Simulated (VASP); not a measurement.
Pb: relaxation of cell and atoms with LDA

Crystal: Pb.

```
Pb
1.0
    -1.72968    1.72968    1.72968
     1.72968   -1.72968    1.72968
     1.72968    1.72968   -1.72968
Pb
1
Direct
  0.00000 0.00000 0.00000
```

This isn't the form of Pb at room conditions, which is fcc.

```
Program                : VASP 6.6.1
Task                   : relaxation of cell and atoms
Functional             : LDA
Potentials or basis    : VASP PAW LDA potentials, release 64 (Pb_d)
Cutoff                 : 600 eV
k mesh                 : 16 × 16 × 16
Occupations            : fermi-dirac, width 0.1 eV
Spin                   : no spin polarisation
Target pressure        : 41 GPa
Dipole correction      : no
Further INCAR settings : ALGO = Normal; EDIFF = 1e-07; IBRION = 2; EDIFFG = -0.005; NSW = 60; ISIF = 3
```

| Property | Result |
| --- | --- |
| Relaxed volume | 20.61 Å³/atom |
| Relaxed cell | a = 2.991 Å, b = 2.991 Å, c = 2.991 Å, α = 109.47°, β = 109.47°, γ = 109.47° |
| Space group after relaxing (to 0.1 Å) | Im-3m (No. 229) |
| Energy change on relaxing (the run minimises the enthalpy) | +23.7 meV/atom |
| Ionic steps | 3 |
| Pressure after relaxing | 41.0 GPa |
| Band gap on the k mesh | zero (bands 7 and 8 overlap by 14.43 eV) |

The path:
| step | energy change (eV) | largest force (eV/Å) | pressure (GPa) | volume (Å³) |
| --- | --- | --- | --- | --- |
| 1 | 0.0000 | 0.0000 | 40.00 | 20.70 |
| 2 | 0.1013 | 0.0000 | 44.26 | 20.31 |
| 3 | 0.0237 | 0.0000 | 40.99 | 20.61 |

Final structure:
```xyz
1
Lattice="-1.7271 1.7271 1.7271 1.7271 -1.7271 1.7271 1.7271 1.7271 -1.7271" Properties=species:S:1:pos:R:3 pbc="T T T"
Pb    0.0000    0.0000    0.0000
```

Levels at points of the mesh, in eV from the Fermi level:
| k point | band 5 | band 6 | band 7 | band 8 | band 9 | band 10 |
| --- | --- | --- | --- | --- | --- | --- |
| (0.00, 0.00, 0.00) | -17.19 | -15.17 | 11.30 | 11.30 | 11.30 | 11.69 |
| (0.50, 0.00, 0.00) | -16.76 | -8.15 | -6.35 | 4.71 | 5.96 | 10.40 |
| (0.50, 0.50, 0.50) | -16.86 | -3.03 | -1.03 | -1.03 | -1.03 | 5.33 |

Wall time 69 s on 1 thread of Intel Xeon 8259CL (shared host), peak memory 0.17 GiB.

Caveat: the cell is relaxed towards a set pressure, so the run minimises the enthalpy, not the energy; spin-orbit coupling is left out, which moves the levels of the heavy elements.
